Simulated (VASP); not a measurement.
CdO, 2 atoms in the cell. It takes space group Fm-3m (No. 225, cubic). Conventional cell: a = 4.696 Å, b = 4.696 Å, c = 4.696 Å, α = 90.00°, β = 90.00°, γ = 90.00°. Cd (site symmetry m-3m) has 6 O at 2.35 Å within 3.1 Å. Within 3.1 Å of O (site symmetry m-3m) lie 6 Cd at 2.35 Å. 

```yaml
Program: VASP 6.6.1
Task: single point
Functional: PBE
Potentials_or_basis: VASP PAW PBE potentials, release 64 (Cd_sv_GW, O)
Cutoff: 700 eV
k_mesh: 8 × 8 × 8
Occupations: gaussian, width 0.05 eV
Spin: no spin polarisation
Dipole_correction: no
Further_INCAR_settings: ALGO = Normal; EDIFF = 1e-06; NBANDS = 20
```

Potentials or basis: VASP PAW PBE potentials, release 64 (Cd_sv_GW, O).

Command:

```sh
$ cat potpaw_PBE.64/Cd_sv_GW/POTCAR potpaw_PBE.64/O/POTCAR > POTCAR
$ mpirun -np 1 vasp_std > vasp.out
```

Hardware: 1 thread of Intel(R) Xeon(R) Platinum 8259CL CPU @ 2.50GHz (Skylake/Cascade Lake), on a shared host.

Problem. Estimate the wall time of this run.

Solution. Wall time 26 s on 1 thread of Intel(R) Xeon(R) Platinum 8259CL CPU @ 2.50GHz (Skylake/Cascade Lake) (shared host), peak memory 0.19 GiB. Counts: scf iterations 13, k points 29.
